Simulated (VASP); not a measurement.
# ZnSe (I-4m2) in VASP: a series of runs

Runs on ZnSe. Level: PBE. Tasks: relaxation of the atoms.

Program: VASP 6.6.1. These are calculated values, not measurements. Logs are shortened: lines on timing, memory, paths and dates and some standing lists are left out, and cuts for length are marked.

**1. The cell of the first run**

The structure is tetragonal, space group I-4m2 (No. 119). The conventional cell has a = 4.196 Å, b = 4.196 Å, c = 5.564 Å, α = 90.00°, β = 90.00°, γ = 90.00°. Zn (site symmetry -4m2) has 4 Se at 2.52 Å within 3.3 Å. Se (site symmetry -4m2) has 4 Zn at 2.52 Å within 3.3 Å.

**2. Relaxation of the atoms, PBE (strained cell)**

Contents of INCAR:

```
PREC = Accurate
ENCUT = 450
EDIFF = 1E-7
ISMEAR = 0
SIGMA = 0.02
LREAL = False
LASPH = True
NELM = 120
ALGO = Normal
ISIF = 2
LWAVE = False
LCHARG = False
GGA = PE
IBRION = 2
NSW = 60
EDIFFG = -0.002
GGA_COMPAT = False
NELMIN = 4
```

Contents of KPOINTS:

```
Automatic mesh
0
Gamma
  8 8 8
```

Contents of POSCAR:

```
ZnSe
1.0
    0.0000000000      2.9667923232      2.7818342855
    2.9667923232      0.0000000000      2.7818342855
    2.9667923232      2.9667923232      0.0000000000
Zn Se
1 1
Direct
    0.0000000000      0.0000000000      0.0000000000
    0.2500000000      0.2500000000      0.2500000000
```

Potentials or basis: VASP PAW PBE potentials, release 64 (Zn, Se).

Launch:

```bash
cat potpaw_PBE.64/Zn/POTCAR potpaw_PBE.64/Se/POTCAR > POTCAR
mpirun -np 1 vasp_std > vasp.out
```

OUTCAR:

```text
PREC = Accurate
   ENCUT = 450
   EDIFF = 1E-7
   ISMEAR = 0
   LREAL = False
   LASPH = True
   NELM = 120
   ISIF = 2
   GGA = PE
   IBRION = 2
   NSW = 60
   EDIFFG = -0.002
   NELMIN = 4

 ion  position               nearest neighbor table
   1  0.000  0.000  0.000-   2 2.52   2 2.52   2 2.52   2 2.52
   2  0.250  0.250  0.250-   1 2.52   1 2.52   1 2.52   1 2.52

  LATTYP: Found a body centered tetragonal cell.
 ALAT       =     4.1956779402
 C/A-ratio  =     1.3260475781

  Lattice vectors:

 A1 = (   0.0000000000,  -2.9667923232,  -2.7818342855)
 A2 = (   0.0000000000,   2.9667923232,  -2.7818342855)
 A3 = (   2.9667923232,   0.0000000000,   2.7818342855)

Analysis of symmetry for initial positions (statically):
=====================================================================
 Subroutine PRICEL returns:
 Original cell was already a primitive cell.

 Routine SETGRP: Setting up the symmetry group for a
 body centered tetragonal supercell.

 Subroutine GETGRP returns: Found  8 space group operations
 (whereof  8 operations were pure point group operations)
 out of a pool of 16 trial point group operations.

The static configuration has the point symmetry D_2d.

Analysis of symmetry for dynamics (positions and initial velocities):
=====================================================================
 Subroutine PRICEL returns:
 Original cell was already a primitive cell.

 Routine SETGRP: Setting up the symmetry group for a
 body centered tetragonal supercell.

 Subroutine GETGRP returns: Found  8 space group operations
 (whereof  8 operations were pure point group operations)
 out of a pool of 16 trial point group operations.

The dynamic configuration has the point symmetry D_2d.

 Subroutine INISYM returns: Found  8 space group operations
 (whereof  8 operations are pure point group operations),
 and found     1 'primitive' translations

----------------------------------------------------------------------------------------

                                     Primitive cell

  volume of cell :      48.9706

  direct lattice vectors                    reciprocal lattice vectors
     0.000000000  2.966792323  2.781834286    -0.168532187  0.168532187  0.179737522
     2.966792323  0.000000000  2.781834286     0.168532187 -0.168532187  0.179737522
     2.966792323  2.966792323  0.000000000     0.168532187  0.168532187 -0.179737522

  length of vectors
     4.066996273  4.066996273  4.195677940     0.298515951  0.298515951  0.298515951

  position of ions in fractional coordinates (direct lattice)
     0.000000000  0.000000000  0.000000000
     0.250000000  0.250000000  0.250000000

  ion indices of the primitive-cell ions
   primitive index   ion index
                 1           1
                 2           2

----------------------------------------------------------------------------------------

 KPOINTS: Automatic mesh

Automatic generation of k-mesh.
 Grid dimensions read from file:
 generate k-points for:    8    8    8

 Generating k-lattice:

  Cartesian coordinates                     Fractional coordinates (reciprocal lattice)
    -0.021066523  0.021066523  0.022467190     0.125000000  0.000000000  0.000000000
     0.021066523 -0.021066523  0.022467190     0.000000000  0.125000000  0.000000000
     0.021066523  0.021066523 -0.022467190     0.000000000  0.000000000  0.125000000

  Length of vectors
     0.037314494  0.037314494  0.037314494

  Shift w.r.t. Gamma in fractional coordinates (k-lattice)
     0.000000000  0.000000000  0.000000000

 Subroutine IBZKPT returns following result:
 ===========================================

 Found     59 irreducible k-points:

 Following reciprocal coordinates:
            Coordinates               Weight
  0.000000  0.000000  0.000000      1.000000
  0.125000 -0.000000  0.000000      8.000000
  0.250000 -0.000000  0.000000      8.000000
  0.375000  0.000000  0.000000      8.000000
  0.500000 -0.000000  0.000000      4.000000
  0.125000  0.125000  0.000000      2.000000
[... 16 lines left out ...]
  0.250000 -0.000000  0.125000     16.000000
  0.375000  0.000000  0.125000     16.000000
 [... further k-points ...]
   k-points           NKPTS =     59   k-points in BZ     NKDIM =     59   number of bands    NBANDS=     13
   number of dos      NEDOS =    301   number of ions     NIONS =      2
   total plane-waves  NPLWV =  23520
   dimension x,y,z NGX =    28 NGY =   28 NGZ =   30
   dimension x,y,z NGXF=    56 NGYF=   56 NGZF=   60
   ions per type =               1   1
   NGX,Y,Z   is equivalent  to a cutoff of  11.45, 11.45, 11.89 a.u.
   NGXF,Y,Z  is equivalent  to a cutoff of  22.89, 22.89, 23.77 a.u.
 SYSTEM =  unknown system
   PREC   = accura    normal or accurate (medium, high low for compatibility)
   ISTART =      0    job   : 0-new  1-cont  2-samecut
   ICHARG =      2    charge: 1-file 2-atom 10-const
   ISPIN  =      1    spin polarized calculation?
   LNONCOLLINEAR =      F non collinear calculations
   LSORBIT =      F    spin-orbit coupling
   LASPH  =      T    aspherical Exc in radial PAW
   ENCUT  =  450.0 eV  33.07 Ry    5.75 a.u.   7.03  7.03  7.26*2*pi/ulx,y,z
   NELM   =    120;   NELMIN=  4; NELMDL= -5     # of ELM steps
   EDIFF  = 0.1E-06   stopping-criterion for ELM
   LREAL  =      F    real-space projection
   EDIFFG = -.2E-02   stopping-criterion for IOM
   NSW    =     60    number of steps for IOM
   IBRION =      2    ionic relax: 0-MD 1-quasi-New 2-CG
   NFREE  =      1    steps in history (QN), initial steepest desc. (CG)
   ISIF   =      2    stress and relaxation
   ISYM   =      2    0-nonsym 1-usesym 2-fastsym
   POTIM  = 0.5000    time-step for ionic-motion
   TEBEG  =    0.0;   TEEND  =   0.0 temperature during run
   PSTRESS=    0.0 pullay stress
   NELECT =      18.0000    total number of electrons
   NUPDOWN=      -1.0000    fix difference up-down
   EMIN   =  10.00;   EMAX   =-10.00  energy-range for DOS
   EFERMI =   0.00;   METHOD = LEGACY
   ISMEAR =     0;   SIGMA  =   0.02  broadening in eV -4-tet -1-fermi 0-gaus
   EFERMI_NEDOS =   21; number of points for ismear=-14 and -15
   IALGO  =     38    algorithm
   IMIX   =      4    mixing-type and parameters
     AMIX     =   0.40;   BMIX     =  1.00
     AMIX_MAG =   1.60;   BMIX_MAG =  1.00
  volume/ion in A,a.u.               =      24.49       165.24
  Fermi-wavevector in a.u.,A,eV,Ry     =   1.172701  2.216083 18.711095  1.375227
  Thomas-Fermi vector in A             =   2.309125
   LORBIT       =      0    0 simple, 1 ext, 2 COOP (PROOUT), +10 PAW based schemes
   GGA     = PE    functional components
   LHFCALC =     F    Hartree Fock is set to
   AEXX    =    0.0000 exact exchange contribution
   IVDW    =     0    specifies the selected vdW correction
   LEPSILON=     F    determine dielectric tensor
   LRPA    =     F    only Hartree local field effects (RPA)
 conjugate gradient relaxation of ions
 non-spin polarized calculation
 Gauss-broadening in eV      SIGMA  =   0.02
  energy-cutoff  :      450.00
  volume of cell :       48.97
 maximum number of plane-waves:      1079
   NGX = 15   NGY = 15   NGZ = 15

 number of electron      18.0000002 magnetization

 Free energy of the ion-electron system (eV)
  ---------------------------------------------------
  ext. energy  EPLUGINS =         0.00000000
  ---------------------------------------------------
  free energy    TOTEN  =        -6.00810431 eV

  energy without entropy =       -6.00810431  energy(sigma->0) =       -6.00810431

 E-fermi :   1.2600     XC(G=0):  -8.9955

 val. band max:        1.1390234325   @ k =   0.0000   0.0000   0.0000
 cond. band min:       1.9977223276   @ k =   0.0000   0.0000   0.0000
 fundamental gap:      0.8586988951
 Fermi energy:         1.2600098954

 k-point     1 :       0.0000    0.0000    0.0000
  band No.  band energies     occupation
      1     -11.7975      2.00000
      2      -5.2997      2.00000
      3      -5.2997      2.00000
      4      -5.2756      2.00000
      5      -4.9917      2.00000
      6      -4.9868      2.00000
      7       0.9440      2.00000
      8       0.9440      2.00000
      9       1.1390      2.00000
     10       1.9977      0.00000
     11       6.8276      0.00000
     12       6.8646      0.00000
     13       6.8646      0.00000

 k-point     2 :       0.1250   -0.0000    0.0000
  band No.  band energies     occupation
      1     -11.7103      2.00000
      2      -5.2884      2.00000
      3      -5.2874      2.00000
      4      -5.2631      2.00000
      5      -4.9915      2.00000
      6      -4.9888      2.00000
      7      -0.2710      2.00000
      8       0.7953      2.00000
      9       0.9623      2.00000
     10       3.0103      0.00000
     11       6.6837      0.00000
     12       7.0718      0.00000
     13       7.1313      0.00000

 k-point     3 :       0.2500   -0.0000    0.0000
  band No.  band energies     occupation
      1     -11.4856      2.00000
      2      -5.2608      2.00000
      3      -5.2456      2.00000
      4      -5.2164      2.00000
      5      -4.9902      2.00000
      6      -4.9864      2.00000
      7      -1.8542      2.00000
      8       0.4751      2.00000
      9       0.7122      2.00000
     10       3.5497      0.00000
     11       7.1832      0.00000
     12       7.3203      0.00000
     13       7.7207      0.00000

 k-point     4 :       0.3750    0.0000    0.0000
  band No.  band energies     occupation
      1     -11.2369      2.00000
      2      -5.2404      2.00000
      3      -5.2141      2.00000
      4      -5.0537      2.00000
      5      -4.9819      2.00000
      6      -4.9731      2.00000
      7      -3.1471      2.00000
      8       0.1941      2.00000
      9       0.4935      2.00000
     10       3.4661      0.00000
     11       7.2551      0.00000
     12       7.6553      0.00000
     13       8.7898      0.00000

 k-point     5 :       0.5000   -0.0000    0.0000
  band No.  band energies     occupation
      1     -11.1253      2.00000
      2      -5.2342      2.00000
      3      -5.2047      2.00000
      4      -4.9861      2.00000
      5      -4.9648      2.00000
      6      -4.8568      2.00000
      7      -3.7533      2.00000
      8       0.0862      2.00000
      9       0.4096      2.00000
     10       3.3860      0.00000
     11       7.1756      0.00000
     12       7.6831      0.00000
     13       9.3782      0.00000
[... 257 lines left out ...]
 k-point    22 :       0.1250    0.0000    0.1250
  band No.  band energies     occupation
      1     -11.6854      2.00000
      2      -5.3000      2.00000
      3      -5.2754      2.00000
      4      -5.2493      2.00000
      5      -4.9999      2.00000
      6      -4.9829      2.00000
      7      -0.3531      2.00000
      8       0.6070      2.00000
      9       0.7756      2.00000
     10       3.3899      0.00000
     11       6.1881      0.00000
     12       7.2674      0.00000
     13       7.6084      0.00000

 k-point    23 :       0.2500   -0.0000    0.1250
  band No.  band energies     occupation
      1     -11.5092      2.00000
      2      -5.2785      2.00000
      3      -5.2426      2.00000
      4      -5.2142      2.00000
      5      -5.0043      2.00000
      6      -4.9783      2.00000
      7      -1.4994      2.00000
      8       0.2727      2.00000
      9       0.4414      2.00000
     10       4.1389      0.00000
     11       6.1049      0.00000
     12       7.6323      0.00000
     13       8.1321      0.00000

 k-point    24 :       0.3750    0.0000    0.1250
  band No.  band energies     occupation
      1     -11.2655      2.00000
      2      -5.2416      2.00000
      3      -5.2012      2.00000
      4      -5.1178      2.00000
      5      -4.9929      2.00000
      6      -4.9691      2.00000
      7      -2.7442      2.00000
      8      -0.1431      2.00000
      9       0.1882      2.00000
     10       4.2463      0.00000
     11       6.7233      0.00000
     12       7.9018      0.00000
     13       8.3578      0.00000

 [... further k-points ...]

------------------------ aborting loop because EDIFF is reached ----------------------------------------

  FORCE on cell =-STRESS in cart. coord.  units (eV):
  Direction    XX          YY          ZZ          XY          YZ          ZX
  --------------------------------------------------------------------------------------
  -------------------------------------------------------------------------------------
  Total       -0.8137832     -0.8137832     -0.1989836      0.0000000     -0.0000000      0.0000000
  in kB      -26.6246401    -26.6246401     -6.5101687      0.0000000     -0.0000000      0.0000000
  external PRESSURE =     -19.9198163 kB  Pullay stress =       0.0000000 kB

 VOLUME and BASIS-vectors are now :
 -----------------------------------------------------------------------------
  energy-cutoff  :      450.00
  volume of cell :       48.97
      direct lattice vectors                 reciprocal lattice vectors
     0.000000000  2.966792323  2.781834286    -0.168532187  0.168532187  0.179737522
     2.966792323  0.000000000  2.781834286     0.168532187 -0.168532187  0.179737522
     2.966792323  2.966792323  0.000000000     0.168532187  0.168532187 -0.179737522

 POSITION                                       TOTAL-FORCE (eV/Angst)
 -----------------------------------------------------------------------------------
      0.00000      0.00000      0.00000         0.000000      0.000000     -0.000000
      1.48340      1.48340      1.39092        -0.000000     -0.000000      0.000000
 -----------------------------------------------------------------------------------
    total drift:                               -0.000004     -0.000004     -0.000011

  FREE ENERGIE OF THE ION-ELECTRON SYSTEM (eV)
  ---------------------------------------------------
  free  energy   TOTEN  =        -6.0081043133 eV

  energy  without entropy=       -6.0081043133  energy(sigma->0) =       -6.00810431

 reached required accuracy - stopping structural energy minimisation
```

Run time: 39 s. Hardware: 1 thread of Oxide Virtual Turin-like, shared host; peak memory 0.15 GiB.

What came out:

```yaml
Free_energy: -6.0081 eV
Pressure_after_relaxing: -2.0 GPa
Band_gap_on_the_k_mesh: 0.86 eV
```

Stress tensor (GPa, compression positive):
```
-2.66  0.00  0.00
 0.00 -2.66  0.00
 0.00  0.00 -0.65
```

Final structure:
```cif
data_structure
_symmetry_space_group_name_H-M 'P 1'
_symmetry_Int_Tables_number 1
_cell_length_a 4.0670
_cell_length_b 4.0670
_cell_length_c 4.1957
_cell_angle_alpha 58.948
_cell_angle_beta 58.948
_cell_angle_gamma 62.105
_cell_volume 48.97
loop_
_atom_site_label
_atom_site_type_symbol
_atom_site_fract_x
_atom_site_fract_y
_atom_site_fract_z
_atom_site_occupancy
Zn1 Zn 0.00000 0.00000 0.00000 1
Se1 Se 0.25000 0.25000 0.25000 1
```

Caveat: the cell differs from its parent crystal (strained cell).

**3. Relaxation of the atoms, PBE (strained cell)**

Contents of INCAR:

```
ALGO     = Normal         # electronic algorithm
EDIFF    = 1E-7           # SCF threshold, eV
EDIFFG   = -0.002         # ionic threshold
ENCUT    = 450            # plane-wave cutoff, eV
GGA      = PE             # functional
GGA_COMPAT= False        
IBRION   = 2              # ionic algorithm
ISIF     = 2              # what is computed and relaxed
ISMEAR   = 0              # smearing method
LASPH    = True           # aspherical terms in the spheres
LCHARG   = False          # write CHGCAR
LREAL    = False          # projectors in reciprocal space
LWAVE    = False          # write WAVECAR
NELM     = 120            # most SCF steps
NELMIN   = 4            
NSW      = 60             # ionic steps
PREC     = Accurate       # precision mode
SIGMA    = 0.02           # smearing width, eV
```

Contents of KPOINTS:

```
k-points
0
Gamma
  8 8 8
```

Contents of POSCAR:

```
ZnSe
1.0
    0.0000000000      2.9667923232      2.8062702264
    2.9667923232      0.0000000000      2.8062702264
    2.9667923232      2.9667923232      0.0000000000
Zn Se
1 1
Direct
    0.0000000000      0.0000000000      0.0000000000
    0.2500000000      0.2500000000      0.2500000000
```

Potentials or basis: VASP PAW PBE potentials, release 64 (Zn, Se).

Launch:

```bash
cat potpaw_PBE.64/Zn/POTCAR potpaw_PBE.64/Se/POTCAR > POTCAR
mpirun -np 1 vasp_std > vasp.out
```

Run time: 36 s. Hardware: 1 thread of Oxide Virtual Turin-like, shared host; peak memory 0.15 GiB.

Results (log left out):

```
Free energy             : -6.0058 eV
Pressure after relaxing : -2.4 GPa
Band gap on the k mesh  : 0.85 eV
```

Stress tensor (GPa, compression positive):
```
-2.97  0.00  0.00
 0.00 -2.97  0.00
 0.00  0.00 -1.21
```

Final structure:
```xyz
2
Lattice="0.0000 2.9668 2.8063 2.9668 0.0000 2.8063 2.9668 2.9668 0.0000" Properties=species:S:1:pos:R:3 pbc="T T T"
Zn    0.0000    0.0000    0.0000
Se    1.4834    1.4834    1.4031
```

Levels at points of the mesh, in eV from the valence-band top:
```csv
k point,band 7,band 8,band 9,band 10,band 11,band 12
"(0.00, 0.00, 0.00)",-0.17,-0.17,0.00,0.85,5.70,5.73
"(0.50, 0.00, 0.00)",-4.83,-1.00,-0.72,2.26,6.08,6.51
"(0.50, 0.50, 0.00)",-4.31,-2.19,-2.19,2.92,3.00,10.37
"(0.50, 0.00, 0.50)",-4.61,-1.96,-1.87,3.12,3.50,9.86
```

Caveat: the cell differs from its parent crystal (strained cell).
